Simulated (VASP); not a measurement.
# GaN (Imm2) in VASP: a series of runs

The runs below take GaN through single point, with PBEsol.

Everything below comes from runs of VASP 6.6.1. Logs are shortened: lines on timing, memory, paths and dates and some standing lists are left out, and cuts for length are marked.

## Step 1: The cell of the first run

The structure is orthorhombic, space group Imm2 (No. 44). Conventional cell: a = 3.187 Å, b = 3.187 Å, c = 4.507 Å, α = 90.00°, β = 90.00°, γ = 90.00°. Within 2.5 Å of Ga (site symmetry mm2) lie 4 N at 1.90 to 2.00 Å. N (site symmetry mm2) has 4 Ga at 1.90 to 2.00 Å within 2.5 Å.

## Step 2: Single point, PBEsol (one atom moved)

The input, INCAR:

```
SYSTEM = GaN
PREC = Accurate
ENCUT = 520
EDIFF = 1E-7
ISMEAR = 0
SIGMA = 0.02
LREAL = .FALSE.
LASPH = .TRUE.
NELM = 100
ALGO = Normal
ISIF = 2
LWAVE = .FALSE.
LCHARG = .FALSE.
GGA = PS
NBANDS = 16
```

The input, KPOINTS:

```
regular mesh
0
G
  10 10 10
  0 0 0
```

The input, POSCAR:

```
GaN
1.0
    0.0000000000      2.2535006075      2.2535006075
    2.2535006075      0.0000000000      2.2535006075
    2.2535006075      2.2535006075      0.0000000000
Ga N
1 1
Direct
   -0.0199689318      0.0199689318      0.0199689318
    0.7500000000      0.7500000000      0.7500000000
```

Potentials or basis: VASP PAW PBE potentials, release 64 (Ga_d, N).

Command:

```sh
cat potpaw_PBE.64/Ga_d/POTCAR potpaw_PBE.64/N/POTCAR > POTCAR
mpirun -np 1 vasp_std > vasp.out
```

OUTCAR:

```text
SYSTEM = GaN
   PREC = Accurate
   ENCUT = 520
   EDIFF = 1E-7
   ISMEAR = 0
   LREAL = .FALSE.
   LASPH = .TRUE.
   NELM = 100
   ISIF = 2
   GGA = PS

 ion  position               nearest neighbor table
   1  0.980  0.020  0.020-   2 1.90   2 1.90   2 2.00   2 2.00
   2  0.750  0.750  0.750-   1 1.90   1 1.90   1 2.00   1 2.00

  LATTYP: Found a face centered cubic cell.
 ALAT       =     4.5070012150

  Lattice vectors:

 A1 = (   0.0000000000,   2.2535006075,   2.2535006075)
 A2 = (   2.2535006075,   0.0000000000,   2.2535006075)
 A3 = (   2.2535006075,   2.2535006075,   0.0000000000)

Analysis of symmetry for initial positions (statically):
=====================================================================
 Subroutine PRICEL returns:
 Original cell was already a primitive cell.

 Routine SETGRP: Setting up the symmetry group for a
 face centered cubic supercell.

 Subroutine GETGRP returns: Found  4 space group operations
 (whereof  4 operations were pure point group operations)
 out of a pool of 48 trial point group operations.

The static configuration has the point symmetry C_2v.

Analysis of symmetry for dynamics (positions and initial velocities):
=====================================================================
 Subroutine PRICEL returns:
 Original cell was already a primitive cell.

 Routine SETGRP: Setting up the symmetry group for a
 face centered cubic supercell.

 Subroutine GETGRP returns: Found  4 space group operations
 (whereof  4 operations were pure point group operations)
 out of a pool of 48 trial point group operations.

The dynamic configuration has the point symmetry C_2v.

 Subroutine INISYM returns: Found  4 space group operations
 (whereof  4 operations are pure point group operations),
 and found     1 'primitive' translations

----------------------------------------------------------------------------------------

                                     Primitive cell

  volume of cell :      22.8877

  direct lattice vectors                    reciprocal lattice vectors
     0.000000000  2.253500607  2.253500607    -0.221877020  0.221877020  0.221877020
     2.253500607  0.000000000  2.253500607     0.221877020 -0.221877020  0.221877020
     2.253500607  2.253500607  0.000000000     0.221877020  0.221877020 -0.221877020

  length of vectors
     3.186931122  3.186931122  3.186931122     0.384302272  0.384302272  0.384302272

  position of ions in fractional coordinates (direct lattice)
     0.980031068  0.019968932  0.019968932
     0.750000000  0.750000000  0.750000000

  ion indices of the primitive-cell ions
   primitive index   ion index
                 1           1
                 2           2

----------------------------------------------------------------------------------------

 KPOINTS: regular mesh

Automatic generation of k-mesh.
 Grid dimensions read from file:
 generate k-points for:   10   10   10

 Generating k-lattice:

  Cartesian coordinates                     Fractional coordinates (reciprocal lattice)
    -0.022187702  0.022187702  0.022187702     0.100000000  0.000000000  0.000000000
     0.022187702 -0.022187702  0.022187702     0.000000000  0.100000000  0.000000000
     0.022187702  0.022187702 -0.022187702     0.000000000  0.000000000  0.100000000

  Length of vectors
     0.038430227  0.038430227  0.038430227

  Shift w.r.t. Gamma in fractional coordinates (k-lattice)
     0.000000000  0.000000000  0.000000000

 Subroutine IBZKPT returns following result:
 ===========================================

 Found    171 irreducible k-points:

 Following reciprocal coordinates:
            Coordinates               Weight
  0.000000  0.000000  0.000000      1.000000
  0.100000  0.000000  0.000000      4.000000
  0.000000  0.100000  0.000000      4.000000
  0.200000  0.000000  0.000000      4.000000
  0.000000  0.200000  0.000000      4.000000
  0.300000  0.000000  0.000000      4.000000
[... 16 lines left out ...]
  0.000000  0.400000  0.100000      4.000000
  0.100000  0.000000  0.400000      8.000000
 [... further k-points ...]
   k-points           NKPTS =    171   k-points in BZ     NKDIM =    171   number of bands    NBANDS=     16
   number of dos      NEDOS =    301   number of ions     NIONS =      2
   total plane-waves  NPLWV =  13824
   dimension x,y,z NGX =    24 NGY =   24 NGZ =   24
   dimension x,y,z NGXF=    48 NGYF=   48 NGZF=   48
   ions per type =               1   1
   NGX,Y,Z   is equivalent  to a cutoff of  12.52, 12.52, 12.52 a.u.
   NGXF,Y,Z  is equivalent  to a cutoff of  25.04, 25.04, 25.04 a.u.
 SYSTEM =  GaN
   PREC   = accura    normal or accurate (medium, high low for compatibility)
   ISTART =      0    job   : 0-new  1-cont  2-samecut
   ICHARG =      2    charge: 1-file 2-atom 10-const
   ISPIN  =      1    spin polarized calculation?
   LNONCOLLINEAR =      F non collinear calculations
   LSORBIT =      F    spin-orbit coupling
   LASPH  =      T    aspherical Exc in radial PAW
   ENCUT  =  520.0 eV  38.22 Ry    6.18 a.u.   5.93  5.93  5.93*2*pi/ulx,y,z
   NELM   =    100;   NELMIN=  2; NELMDL= -5     # of ELM steps
   EDIFF  = 0.1E-06   stopping-criterion for ELM
   LREAL  =      F    real-space projection
   EDIFFG = 0.1E-05   stopping-criterion for IOM
   NSW    =      0    number of steps for IOM
   IBRION =     -1    ionic relax: 0-MD 1-quasi-New 2-CG
   NFREE  =      0    steps in history (QN), initial steepest desc. (CG)
   ISIF   =      2    stress and relaxation
   ISYM   =      2    0-nonsym 1-usesym 2-fastsym
   POTIM  = 0.5000    time-step for ionic-motion
   TEBEG  =    0.0;   TEEND  =   0.0 temperature during run
   PSTRESS=    0.0 pullay stress
   NELECT =      18.0000    total number of electrons
   NUPDOWN=      -1.0000    fix difference up-down
   EMIN   =  10.00;   EMAX   =-10.00  energy-range for DOS
   EFERMI =   0.00;   METHOD = LEGACY
   ISMEAR =     0;   SIGMA  =   0.02  broadening in eV -4-tet -1-fermi 0-gaus
   EFERMI_NEDOS =   21; number of points for ismear=-14 and -15
   IALGO  =     38    algorithm
   IMIX   =      4    mixing-type and parameters
     AMIX     =   0.40;   BMIX     =  1.00
     AMIX_MAG =   1.60;   BMIX_MAG =  1.00
  volume/ion in A,a.u.               =      11.44        77.23
  Fermi-wavevector in a.u.,A,eV,Ry     =   1.511117  2.855596 31.068543  2.283473
  Thomas-Fermi vector in A             =   2.621216
   LORBIT       =      0    0 simple, 1 ext, 2 COOP (PROOUT), +10 PAW based schemes
   GGA     = PS    functional components
   LHFCALC =     F    Hartree Fock is set to
   AEXX    =    0.0000 exact exchange contribution
   IVDW    =     0    specifies the selected vdW correction
   LEPSILON=     F    determine dielectric tensor
   LRPA    =     F    only Hartree local field effects (RPA)
 non-spin polarized calculation
 Gauss-broadening in eV      SIGMA  =   0.02
  energy-cutoff  :      520.00
  volume of cell :       22.89
 maximum number of plane-waves:       636
   NGX = 11   NGY = 11   NGZ = 11

 number of electron      18.0000004 magnetization

 Free energy of the ion-electron system (eV)
  ---------------------------------------------------
  ext. energy  EPLUGINS =         0.00000000
  ---------------------------------------------------
  free energy    TOTEN  =       -13.07373576 eV

  energy without entropy =      -13.07373576  energy(sigma->0) =      -13.07373576

 E-fermi :   5.4688     XC(G=0): -11.9014

 val. band max:        5.3023447244   @ k =   0.0000   0.0000   0.0000
 cond. band min:       6.8348587028   @ k =   0.0000   0.0000   0.0000
 fundamental gap:      1.5325139784
 Fermi energy:         5.4687972192

 k-point     1 :       0.0000    0.0000    0.0000
  band No.  band energies     occupation
      1     -10.8111      2.00000
      2      -8.2990      2.00000
      3      -8.2475      2.00000
      4      -8.2392      2.00000
      5      -7.9464      2.00000
      6      -7.9413      2.00000
[... 8 lines left out ...]
     15      23.6207      0.00000
     16      23.8564      0.00000

 k-point     2 :       0.1000    0.0000    0.0000
  band No.  band energies     occupation
      1     -10.7025      2.00000
      2      -8.2850      2.00000
      3      -8.2454      2.00000
      4      -8.1895      2.00000
      5      -7.9478      2.00000
      6      -7.9424      2.00000
[... 8 lines left out ...]
     15      22.6206      0.00000
     16      22.6688      0.00000

 k-point     3 :       0.0000    0.1000    0.0000
  band No.  band energies     occupation
      1     -10.6953      2.00000
      2      -8.2819      2.00000
      3      -8.2259      2.00000
      4      -8.2126      2.00000
      5      -7.9475      2.00000
      6      -7.9430      2.00000
[... 8 lines left out ...]
     15      22.4560      0.00000
     16      22.6043      0.00000

 k-point     4 :       0.2000    0.0000    0.0000
  band No.  band energies     occupation
      1     -10.4281      2.00000
      2      -8.2517      2.00000
      3      -8.2216      2.00000
      4      -8.0223      2.00000
      5      -7.9466      2.00000
      6      -7.9412      2.00000
[... 8 lines left out ...]
     15      21.8551      0.00000
     16      21.9619      0.00000

 k-point     5 :       0.0000    0.2000    0.0000
  band No.  band energies     occupation
      1     -10.4011      2.00000
      2      -8.2361      2.00000
      3      -8.1957      2.00000
      4      -8.0662      2.00000
      5      -7.9445      2.00000
      6      -7.9425      2.00000
[... 8 lines left out ...]
     15      21.6749      0.00000
     16      21.7460      0.00000

 k-point     6 :       0.3000    0.0000    0.0000
  band No.  band energies     occupation
      1     -10.1330      2.00000
      2      -8.2200      2.00000
      3      -8.1992      2.00000
      4      -7.9348      2.00000
      5      -7.9292      2.00000
      6      -7.6292      2.00000
[... 8 lines left out ...]
     15      22.2990      0.00000
     16      22.5700      0.00000

 k-point     7 :       0.0000    0.3000    0.0000
  band No.  band energies     occupation
      1     -10.0837      2.00000
      2      -8.1950      2.00000
      3      -8.1712      2.00000
      4      -7.9315      2.00000
      5      -7.9279      2.00000
      6      -7.6763      2.00000
[... 8 lines left out ...]
     15      22.0352      0.00000
     16      22.2909      0.00000

 k-point     8 :       0.4000    0.0000    0.0000
  band No.  band energies     occupation
      1      -9.9515      2.00000
      2      -8.2036      2.00000
      3      -8.1906      2.00000
      4      -7.9141      2.00000
      5      -7.9091      2.00000
      6      -7.0338      2.00000
[... 8 lines left out ...]
     15      23.6889      0.00000
     16      24.0411      0.00000

 k-point     9 :       0.0000    0.4000    0.0000
  band No.  band energies     occupation
      1      -9.8921      2.00000
      2      -8.1766      2.00000
      3      -8.1631      2.00000
      4      -7.9041      2.00000
      5      -7.9035      2.00000
      6      -7.0516      2.00000
[... 8 lines left out ...]
     15      23.3655      0.00000
     16      23.7088      0.00000
[... 172 lines left out ...]
 k-point    19 :       0.0000    0.3000    0.1000
  band No.  band energies     occupation
      1     -10.1310      2.00000
      2      -8.2115      2.00000
      3      -8.1521      2.00000
      4      -8.0026      2.00000
      5      -7.9134      2.00000
      6      -7.7349      2.00000
[... 8 lines left out ...]
     15      22.7677      0.00000
     16      23.7053      0.00000

 k-point    20 :       0.1000    0.0000    0.3000
  band No.  band energies     occupation
      1     -10.1197      2.00000
      2      -8.1833      2.00000
      3      -8.1672      2.00000
      4      -7.9864      2.00000
      5      -7.9163      2.00000
      6      -7.7611      2.00000
[... 8 lines left out ...]
     15      22.7981      0.00000
     16      23.5353      0.00000

 k-point    21 :       0.2000   -0.1000   -0.1000
  band No.  band energies     occupation
      1     -10.1604      2.00000
      2      -8.2037      2.00000
      3      -8.1851      2.00000
      4      -7.9875      2.00000
      5      -7.9150      2.00000
      6      -7.7229      2.00000
[... 8 lines left out ...]
     15      22.7287      0.00000
     16      23.7568      0.00000

 k-point    22 :       0.4000    0.1000    0.0000
  band No.  band energies     occupation
      1      -9.9528      2.00000
      2      -8.2050      2.00000
      3      -8.1701      2.00000
      4      -7.9605      2.00000
      5      -7.9043      2.00000
      6      -7.1567      2.00000
[... 8 lines left out ...]
     15      22.6561      0.00000
     16      24.8626      0.00000

 k-point    23 :       0.0000    0.4000    0.1000
  band No.  band energies     occupation
      1      -9.9087      2.00000
      2      -8.1853      2.00000
      3      -8.1404      2.00000
      4      -7.9627      2.00000
      5      -7.8954      2.00000
      6      -7.1726      2.00000
[... 8 lines left out ...]
     15      22.6010      0.00000
     16      24.6028      0.00000

 k-point    24 :       0.1000    0.0000    0.4000
  band No.  band energies     occupation
      1      -9.9025      2.00000
      2      -8.1659      2.00000
      3      -8.1522      2.00000
      4      -7.9496      2.00000
      5      -7.8956      2.00000
      6      -7.1870      2.00000
[... 8 lines left out ...]
     15      22.8938      0.00000
     16      24.3498      0.00000

 [... further k-points ...]

------------------------ aborting loop because EDIFF is reached ----------------------------------------

  FORCE on cell =-STRESS in cart. coord.  units (eV):
  Direction    XX          YY          ZZ          XY          YZ          ZX
  --------------------------------------------------------------------------------------
  -------------------------------------------------------------------------------------
  Total       -0.1750138     -0.0249380     -0.0249380      0.0000000     -0.7131476      0.0000000
  in kB      -12.2512318     -1.7456968     -1.7456968      0.0000000    -49.9214251      0.0000000
  external PRESSURE =      -5.2475418 kB  Pullay stress =       0.0000000 kB

 VOLUME and BASIS-vectors are now :
 -----------------------------------------------------------------------------
  energy-cutoff  :      520.00
  volume of cell :       22.89
      direct lattice vectors                 reciprocal lattice vectors
     0.000000000  2.253500607  2.253500607    -0.221877020  0.221877020  0.221877020
     2.253500607  0.000000000  2.253500607     0.221877020 -0.221877020  0.221877020
     2.253500607  2.253500607  0.000000000     0.221877020  0.221877020 -0.221877020

 POSITION                                       TOTAL-FORCE (eV/Angst)
 -----------------------------------------------------------------------------------
      0.09000      2.25350      2.25350        -1.066003      0.000000      0.000000
      3.38025      3.38025      3.38025         1.066003      0.000000      0.000000
 -----------------------------------------------------------------------------------
    total drift:                                0.000138      0.000003      0.000003

  FREE ENERGIE OF THE ION-ELECTRON SYSTEM (eV)
  ---------------------------------------------------
  free  energy   TOTEN  =       -13.0737357588 eV

  energy  without entropy=      -13.0737357588  energy(sigma->0) =      -13.07373576
```

Wall time 40 s (1 thread of Intel Xeon Platinum 8488C (Sapphire Rapids), shared host); peak memory 0.18 GiB.

Results:

```yaml
Free_energy: -13.0737 eV
Pressure: -0.5 GPa
Largest_force: 1.066 eV/Å
Band_gap_on_the_k_mesh: 1.53 eV, direct
```

Forces in eV/Å, atoms in the order of the input:
```
Ga  -1.066  0.000  0.000
N    1.066  0.000  0.000
```

Caveat: the cell differs from its parent crystal (one atom moved); the PAW data sets were made with another functional, which shifts forces and pressure a little.

(Part 1 of 2 ends here.)
